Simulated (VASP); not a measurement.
# MnHg (Pm-3m) in VASP: a series of runs, part 2 of 2

VASP 6.6.1.

**5. Single point, PBE, collinear spin, ferromagnetic start**

File INCAR:

```
SYSTEM = MnHg
ALGO     = Normal         ! electronic algorithm
EDIFF    = 1E-6           ! SCF threshold, eV
ENCUT    = 680            ! plane-wave cutoff, eV
GGA      = PE             ! functional
GGA_COMPAT= .FALSE.      
ISIF     = 2              ! what is computed and relaxed
ISMEAR   = -1             ! smearing method
ISPIN    = 2              ! spin polarisation
LASPH    = .TRUE.         ! aspherical terms in the spheres
LCHARG   = .FALSE.        ! write CHGCAR
LMAXMIX  = 4              ! l up to which the mixer works
LORBIT   = 11             ! projections on sites
LREAL    = .FALSE.        ! projectors in reciprocal space
LWAVE    = .FALSE.        ! write WAVECAR
MAGMOM   = 0 2            ! initial moments
NBANDS   = 28             ! bands
NELM     = 200            ! most SCF steps
NUPDOWN  = 2.0            ! fixed moment
PREC     = Accurate       ! precision mode
SIGMA    = 0.05           ! smearing width, eV
```

File KPOINTS:

```
k-points
0
G
  7 7 7
  0 0 0
```

File POSCAR:

```
MnHg
1.0
    3.3150000000      0.0000000000      0.0000000000
    0.0000000000      3.3150000000      0.0000000000
    0.0000000000      0.0000000000      3.3150000000
Hg Mn
1 1
Direct
    0.0000000000      0.0000000000      0.0000000000
    0.5000000000      0.5000000000      0.5000000000
```

Potentials or basis: VASP PAW PBE potentials, release 64 (Hg_sv_GW, Mn_sv).

Launch:

```console
> cat potpaw_PBE.64/Hg_sv_GW/POTCAR potpaw_PBE.64/Mn_sv/POTCAR > POTCAR
> mpirun -np 1 vasp_std > vasp.out
```

OUTCAR:

```text
SYSTEM = MnHg
   EDIFF = 1E-6
   ENCUT = 680
   GGA = PE
   ISIF = 2
   ISMEAR = -1
   ISPIN = 2
   LASPH = .TRUE.
   LORBIT = 11
   LREAL = .FALSE.
   NELM = 200
   NUPDOWN = 2.0
   PREC = Accurate

 ion  position               nearest neighbor table
   1  0.000  0.000  0.000-   2 2.87   2 2.87   2 2.87   2 2.87   2 2.87   2 2.87   2 2.87   2 2.87

   2  0.500  0.500  0.500-   1 2.87   1 2.87   1 2.87   1 2.87   1 2.87   1 2.87   1 2.87   1 2.87

  LATTYP: Found a simple cubic cell.
 ALAT       =     3.3150000000

  Lattice vectors:

 A1 = (   3.3150000000,   0.0000000000,   0.0000000000)
 A2 = (   0.0000000000,   3.3150000000,   0.0000000000)
 A3 = (   0.0000000000,   0.0000000000,   3.3150000000)

Analysis of symmetry for initial positions (statically):
=====================================================================
 Subroutine PRICEL returns:
 Original cell was already a primitive cell.

 Routine SETGRP: Setting up the symmetry group for a
 simple cubic supercell.
[... 814 lines left out ...]
      6     -38.3169      1.00000
[... 609 lines left out ...]
     27      31.6481      0.00000
     28      31.6605      0.00000

------------------------ aborting loop because EDIFF is reached ----------------------------------------

  FORCE on cell =-STRESS in cart. coord.  units (eV):
  Direction    XX          YY          ZZ          XY          YZ          ZX
  --------------------------------------------------------------------------------------
  -------------------------------------------------------------------------------------
  Total       -2.3914197     -2.3914197     -2.3914197      0.0000000      0.0000000      0.0000000
  in kB     -105.1757899   -105.1757899   -105.1757899      0.0000000      0.0000000      0.0000000
  external PRESSURE =    -105.1757899 kB  Pullay stress =       0.0000000 kB

 VOLUME and BASIS-vectors are now :
 -----------------------------------------------------------------------------
  energy-cutoff  :      680.00
  volume of cell :       36.43
      direct lattice vectors                 reciprocal lattice vectors
     3.315000000  0.000000000  0.000000000     0.301659125  0.000000000  0.000000000
     0.000000000  3.315000000  0.000000000     0.000000000  0.301659125  0.000000000
     0.000000000  0.000000000  3.315000000     0.000000000  0.000000000  0.301659125

 POSITION                                       TOTAL-FORCE (eV/Angst)
 -----------------------------------------------------------------------------------
      0.00000      0.00000      0.00000         0.000000      0.000000      0.000000
      1.65750      1.65750      1.65750         0.000000      0.000000      0.000000
 -----------------------------------------------------------------------------------
    total drift:                                0.000000      0.000000      0.000000

  FREE ENERGIE OF THE ION-ELECTRON SYSTEM (eV)
  ---------------------------------------------------
  free  energy   TOTEN  =        -7.8365771775 eV

  energy  without entropy=       -7.8155169900  energy(sigma->0) =       -7.82604708

 total charge

# of ion       s       p       d       f       tot
--------------------------------------------------
    1        2.552   6.504   8.812   0.011  17.879
    2        2.128   6.001   4.737   0.000  12.866
--------------------------------------------------
tot          4.680  12.505  13.549   0.011  30.745

 magnetization (x)

# of ion       s       p       d       f       tot
--------------------------------------------------
    1       -0.036  -0.090   0.019   0.001  -0.106
    2        0.000  -0.002   2.113   0.000   2.111
--------------------------------------------------
tot         -0.035  -0.092   2.132   0.001   2.005
```

OSZICAR:

```text
N       E                     dE             d eps       ncg     rms          rms(c)
DAV:   1     0.832068803237E+03    0.83207E+03   -0.21297E+04  2252   0.304E+03
DAV:   2     0.697159379382E+02   -0.76235E+03   -0.70905E+03  2240   0.772E+02
DAV:   3    -0.245229193618E+01   -0.72168E+02   -0.70569E+02  3016   0.267E+02
DAV:   4    -0.814093612607E+01   -0.56886E+01   -0.55275E+01  4332   0.715E+01
DAV:   5    -0.849729164788E+01   -0.35636E+00   -0.35598E+00  2968   0.122E+01    0.509E+01
DAV:   6    -0.878129956911E+01   -0.28401E+00   -0.68854E+00  2784   0.373E+01    0.160E+01
DAV:   7    -0.871668373292E+01    0.64616E-01   -0.11557E+01  2876   0.473E+01    0.313E+01
DAV:   8    -0.788488502174E+01    0.83180E+00   -0.11976E+00  2940   0.152E+01    0.931E+00
DAV:   9    -0.783799708794E+01    0.46888E-01   -0.15355E-01  4032   0.473E+00    0.284E+00
DAV:  10    -0.783682203230E+01    0.11751E-02   -0.16987E-02  3928   0.139E+00    0.941E-01
DAV:  11    -0.783659903525E+01    0.22300E-03   -0.15173E-03  3832   0.564E-01    0.656E-01
DAV:  12    -0.783656829126E+01    0.30744E-04   -0.35197E-04  3932   0.270E-01    0.219E-01
DAV:  13    -0.783657986567E+01   -0.11574E-04   -0.84540E-05  4248   0.125E-01    0.779E-02
DAV:  14    -0.783657724864E+01    0.26170E-05   -0.12029E-05  3500   0.513E-02    0.414E-02
DAV:  15    -0.783657717750E+01    0.71137E-07   -0.87807E-07  1532   0.155E-02
   1 F= -.78365772E+01 E0= -.78260471E+01  d E =-.210602E-01  mag=     2.0000
```

stdout:

```text
POSCAR found type information on POSCAR HgMn
 POSCAR found :  2 types and       2 ions
 scaLAPACK will be used
 LDA part: xc-table for (Slater+PW92), standard interpolation
 POSCAR, INCAR and KPOINTS ok, starting setup
 FFT: planning ... GRIDC
 FFT: planning ... GRID_SOFT
 FFT: planning ... GRID
 WAVECAR not read
 entering main loop
```

Wall time 41 s (1 thread of Intel Xeon Platinum 8488C (Sapphire Rapids), shared host); peak memory 0.21 GiB.

What came out:

```yaml
Free_energy: -7.8366 eV
Pressure: -10.5 GPa
Net_moment: 2.00 μB per cell
Site_moments: Hg -0.11; Mn +2.11 μB
Valence_electrons_inside_the_program's_atomic_spheres: Hg 17.88; Mn 12.87
```

Caveat: the cell stands under tension; spin-orbit coupling is left out, which moves the levels of the heavy elements; the total moment is fixed, so each spin has its own Fermi level and the state may be an excited one.

**6. Single point, PBE, collinear spin, ferromagnetic start**

File INCAR:

```
SYSTEM = MnHg
  PREC = Accurate
  ENCUT = 680
  EDIFF = 1E-6
  ISMEAR = -1
  SIGMA = 0.05
  LREAL = .False.
  LASPH = .True.
  NELM = 200
  ALGO = Normal
  ISIF = 2
  LWAVE = .False.
  LCHARG = .False.
  ISPIN = 2
  MAGMOM = 0 5
  LORBIT = 11
  NUPDOWN = 5.0
  LMAXMIX = 4
  GGA = PE
  NBANDS = 28
  GGA_COMPAT = .False.
```

File KPOINTS:

```
Automatic mesh
0
Gamma
  7 7 7
  0 0 0
```

POSCAR is that of step 5.

Potentials or basis: VASP PAW PBE potentials, release 64 (Hg_sv_GW, Mn_sv).

Launch:

```console
> cat potpaw_PBE.64/Hg_sv_GW/POTCAR potpaw_PBE.64/Mn_sv/POTCAR > POTCAR
> mpirun -np 1 vasp_std > vasp.out
```

OUTCAR:

```text
SYSTEM = MnHg
   PREC = Accurate
   ENCUT = 680
   EDIFF = 1E-6
   ISMEAR = -1
   LREAL = .False.
   LASPH = .True.
   NELM = 200
   ISIF = 2
   ISPIN = 2
   LORBIT = 11
   NUPDOWN = 5.0
   GGA = PE

 ion  position               nearest neighbor table
   1  0.000  0.000  0.000-   2 2.87   2 2.87   2 2.87   2 2.87   2 2.87   2 2.87   2 2.87   2 2.87

   2  0.500  0.500  0.500-   1 2.87   1 2.87   1 2.87   1 2.87   1 2.87   1 2.87   1 2.87   1 2.87

  LATTYP: Found a simple cubic cell.
 ALAT       =     3.3150000000

  Lattice vectors:

 A1 = (   3.3150000000,   0.0000000000,   0.0000000000)
 A2 = (   0.0000000000,   3.3150000000,   0.0000000000)
 A3 = (   0.0000000000,   0.0000000000,   3.3150000000)

Analysis of symmetry for initial positions (statically):
=====================================================================
 Subroutine PRICEL returns:
 Original cell was already a primitive cell.

 Routine SETGRP: Setting up the symmetry group for a
 simple cubic supercell.

 Subroutine GETGRP returns: Found 48 space group operations
 (whereof 48 operations were pure point group operations)
 out of a pool of 48 trial point group operations.

The static configuration has the point symmetry O_h .

Analysis of symmetry for dynamics (positions and initial velocities):
=====================================================================
 Subroutine PRICEL returns:
 Original cell was already a primitive cell.

 Routine SETGRP: Setting up the symmetry group for a
 simple cubic supercell.

 Subroutine GETGRP returns: Found 48 space group operations
 (whereof 48 operations were pure point group operations)
 out of a pool of 48 trial point group operations.

The dynamic configuration has the point symmetry O_h .

Analysis of structural, dynamic, and magnetic symmetry:
=====================================================================
 Subroutine PRICEL returns:
 Original cell was already a primitive cell.

[... 143 lines left out ...]
  ext. energy  EPLUGINS =         0.00000000
  ---------------------------------------------------
  free energy    TOTEN  =        -7.99953657 eV

  energy without entropy =       -7.99090246  energy(sigma->0) =       -7.99521951

 E-fermi :   8.0967     XC(G=0): -11.9984

 val. band max:        9.9679432918   @ k =   0.2857   0.2857   0.1429
 cond. band min:       8.2806735753   @ k =   0.2857   0.2857   0.1429
 fundamental gap:     -1.6872697165
 Fermi energy:        10.0495599667

 spin component 1

 k-point     1 :       0.0000    0.0000    0.0000
  band No.  band energies     occupation
      1    -106.8291      1.00000
      2     -73.3135      1.00000
      3     -55.1428      1.00000
      4     -55.1428      1.00000
      5     -55.1428      1.00000
      6     -42.0458      1.00000
[... 609 lines left out ...]
     27      31.4946      0.00000
     28      31.5284      0.00000
 Fermi energy:         8.0967306340

 spin component 2

 k-point     1 :       0.0000    0.0000    0.0000
  band No.  band energies     occupation
      1    -106.7504      1.00000
      2     -68.6773      1.00000
      3     -55.0536      1.00000
      4     -55.0536      1.00000
      5     -55.0536      1.00000
      6     -37.4926      1.00000
[... 609 lines left out ...]
     27      32.0135      0.00000
     28      32.0332      0.00000

------------------------ aborting loop because EDIFF is reached ----------------------------------------

  FORCE on cell =-STRESS in cart. coord.  units (eV):
  Direction    XX          YY          ZZ          XY          YZ          ZX
  --------------------------------------------------------------------------------------
  -------------------------------------------------------------------------------------
  Total        2.1293210      2.1293210      2.1293210     -0.0000000      0.0000000     -0.0000000
  in kB       93.6485653     93.6485653     93.6485653     -0.0000000      0.0000000     -0.0000000
  external PRESSURE =      93.6485653 kB  Pullay stress =       0.0000000 kB

 VOLUME and BASIS-vectors are now :
 -----------------------------------------------------------------------------
  energy-cutoff  :      680.00
  volume of cell :       36.43
      direct lattice vectors                 reciprocal lattice vectors
     3.315000000  0.000000000  0.000000000     0.301659125  0.000000000  0.000000000
     0.000000000  3.315000000  0.000000000     0.000000000  0.301659125  0.000000000
     0.000000000  0.000000000  3.315000000     0.000000000  0.000000000  0.301659125

 POSITION                                       TOTAL-FORCE (eV/Angst)
 -----------------------------------------------------------------------------------
      0.00000      0.00000      0.00000         0.000000      0.000000      0.000000
      1.65750      1.65750      1.65750         0.000000      0.000000      0.000000
 -----------------------------------------------------------------------------------
    total drift:                                0.000000      0.000000      0.000000

  FREE ENERGIE OF THE ION-ELECTRON SYSTEM (eV)
  ---------------------------------------------------
  free  energy   TOTEN  =        -7.9995365712 eV

  energy  without entropy=       -7.9909024582  energy(sigma->0) =       -7.99521951

 total charge

# of ion       s       p       d       f       tot
--------------------------------------------------
    1        2.617   6.552   8.780   0.008  17.956
    2        2.163   6.022   4.599   0.000  12.784
--------------------------------------------------
tot          4.780  12.574  13.379   0.008  30.741

 magnetization (x)

# of ion       s       p       d       f       tot
--------------------------------------------------
    1        0.029   0.073   0.094   0.005   0.200
    2        0.043   0.032   4.019   0.000   4.093
--------------------------------------------------
tot          0.071   0.105   4.112   0.005   4.293
```

OSZICAR:

```text
N       E                     dE             d eps       ncg     rms          rms(c)
DAV:   1     0.839001265864E+03    0.83900E+03   -0.21936E+04  2252   0.308E+03
DAV:   2     0.707672785110E+02   -0.76823E+03   -0.71580E+03  2240   0.773E+02
DAV:   3    -0.205649316656E+01   -0.72824E+02   -0.71537E+02  2984   0.270E+02
DAV:   4    -0.790155932121E+01   -0.58451E+01   -0.56984E+01  4360   0.720E+01
DAV:   5    -0.823506632593E+01   -0.33351E+00   -0.33324E+00  2948   0.121E+01    0.506E+01
DAV:   6    -0.788116911566E+01    0.35390E+00   -0.24101E+00  3472   0.242E+01    0.256E+01
DAV:   7    -0.776729244368E+01    0.11388E+00   -0.77782E-01  3324   0.143E+01    0.142E+01
DAV:   8    -0.799831405882E+01   -0.23102E+00   -0.13452E-01  3040   0.568E+00    0.380E+00
DAV:   9    -0.799861080277E+01   -0.29674E-03   -0.29014E-02  4132   0.248E+00    0.603E-01
DAV:  10    -0.799944982968E+01   -0.83903E-03   -0.30177E-03  3400   0.530E-01    0.322E-01
DAV:  11    -0.799952254524E+01   -0.72716E-04   -0.18443E-04  3504   0.168E-01    0.135E-01
DAV:  12    -0.799952936103E+01   -0.68158E-05   -0.60728E-05  3272   0.111E-01    0.628E-02
DAV:  13    -0.799953626921E+01   -0.69082E-05   -0.47661E-06  2772   0.309E-02    0.189E-02
DAV:  14    -0.799953657115E+01   -0.30194E-06   -0.76017E-07  1884   0.144E-02
   1 F= -.79995366E+01 E0= -.79952195E+01  d E =-.863411E-02  mag=     5.0000
```

stdout:

```text
POSCAR found type information on POSCAR HgMn
 POSCAR found :  2 types and       2 ions
 scaLAPACK will be used
 LDA part: xc-table for (Slater+PW92), standard interpolation
 POSCAR, INCAR and KPOINTS ok, starting setup
 FFT: planning ... GRIDC
 FFT: planning ... GRID_SOFT
 FFT: planning ... GRID
 WAVECAR not read
 entering main loop
```

Wall time 59 s (1 thread of Intel Xeon Platinum 8259CL at 2.50GHz (Skylake/Cascade Lake), shared host); peak memory 0.22 GiB.

What came out:

| Item | Value |
| --- | --- |
| Free energy | -7.9995 eV |
| Pressure | 9.4 GPa |
| Net moment | 5.00 μB per cell |
| Site moments | Hg +0.20; Mn +4.09 μB |
| Valence electrons inside the program's atomic spheres | Hg 17.96; Mn 12.78 |

Caveat: the cell stands under pressure; spin-orbit coupling is left out, which moves the levels of the heavy elements; the total moment is fixed, so each spin has its own Fermi level and the state may be an excited one.

**7. Overview**

| fixed moment (μB) | pressure (GPa) | moment (μB) |
| --- | --- | --- |
| 4.0 | 0.8 | 4.00 |
| 1.0 | -13.1 | 1.00 |
| 8.0 | 53.1 | 8.00 |
| 2.0 | -10.5 | 2.00 |
| 5.0 | 9.4 | 5.00 |

Alike in all rows: task single point; level PBE; potentials or basis VASP PAW PBE potentials, release 64 (Hg_sv_GW, Mn_sv); spin collinear, ferromagnetic start; cell as given; k mesh 7 × 7 × 7; cutoff (eV) 680; smearing fermi-dirac 0.05 eV.

Caveats: spin-orbit coupling is left out, which moves the levels of the heavy elements; the total moment is fixed, so each spin has its own Fermi level and the state may be an excited one; the cell stands under tension (at least some runs); the cell stands under pressure (at least some runs).

Total energies depend on the potentials used, so only differences within one code and one set of settings carry meaning.
